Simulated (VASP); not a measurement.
## SnTe (CsCl type): single point with PBE

SnTe (CsCl type):

```
CELL_PARAMETERS angstrom
3.89252 0.00000 0.00000
0.00000 3.89252 0.00000
0.00000 0.00000 3.89252
ATOMIC_POSITIONS crystal
Sn 0.00000 0.00000 0.00000
Te 0.50000 0.50000 0.50000
```

- Program: VASP 6.6.1
- Task: single point
- Functional: PBE
- Potentials or basis: VASP PAW PBE potentials, release 64 (Sn_d, Te)
- Cutoff: 520 eV
- k mesh: 12 × 12 × 12
- Occupations: fermi-dirac, width 0.05 eV
- Spin: no spin polarisation
- Dipole correction: no
- Further INCAR settings: ALGO = Normal; EDIFF = 1e-07; NBANDS = 17

- Pressure: 0.0 GPa
- Band gap on the k mesh: zero (band 10 reaches 7.62 eV, above the bottom of band 11 at 5.83 eV)

Levels at points of the mesh, in eV from the Fermi level:
```csv
k point,band 8,band 9,band 10,band 11,band 12,band 13
"(0.00, 0.00, 0.00)",-1.74,-1.74,-1.74,3.57,3.57,5.41
"(0.50, 0.00, 0.00)",-0.24,-0.24,0.03,0.20,2.18,2.18
"(0.50, 0.50, 0.00)",-4.81,-4.81,0.31,3.39,3.82,3.82
"(0.50, 0.50, 0.50)",-2.88,-2.88,-2.88,-1.33,-1.33,-1.33
```

Wall time 56 s on 1 thread of Intel(R) Xeon(R) Platinum 8488C (Sapphire Rapids) (shared host), peak memory 0.23 GiB.

Caveat: spin-orbit coupling is left out, which moves the levels of the heavy elements.
